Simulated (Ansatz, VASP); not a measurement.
**Two plane-wave programs on NaH**

```
CELL_PARAMETERS angstrom
-0.35955 2.39703 2.31314
2.39703 -0.35955 2.31314
2.03748 2.03748 0.00000
ATOMIC_POSITIONS crystal
Na 0.00000 0.00000 0.00000
H 0.50000 0.50000 0.50000
```

Change from the starting cell: engineering shear strain xy -0.3000, normal strain along z -0.0350.

Alike in both runs: task single point; functional r2SCAN; k mesh 8 × 8 × 8; occupations fermi-dirac, width 0.2 eV; no spin polarisation.

|  | VASP | Ansatz |
| --- | --- | --- |
| version | VASP 6.6.1 | Ansatz 0.2.0 |
| potentials or method | VASP PAW PBE potentials, release 64 (Na_pv, H), cutoff 520 eV | scalar-relativistic, plane waves, PAW |
| valence electrons in the cell | 8 | 10 |

Ansatz gave:

| Property | Result |
| --- | --- |
| gap on the k mesh at the Fermi level (eV) | 3.24 |
| least direct gap on the mesh (eV) | 5.11 |
| pressure (GPa) | 1.4 |
| traceless stress, the component that is largest in VASP (GPa) | 7.72 |

Q: Which values does VASP return?

A: gap on the k mesh at the Fermi level (eV): 3.25; least direct gap on the mesh (eV): 5.11; pressure (GPa): 1.2; traceless stress, the component that is largest in VASP (GPa): 7.69.

VASP's potentials were made for PBE, not for r2SCAN. VASP's potentials hold 8 valence electrons a cell and Ansatz's 10, so a difference there can come from the potentials and not from the codes.
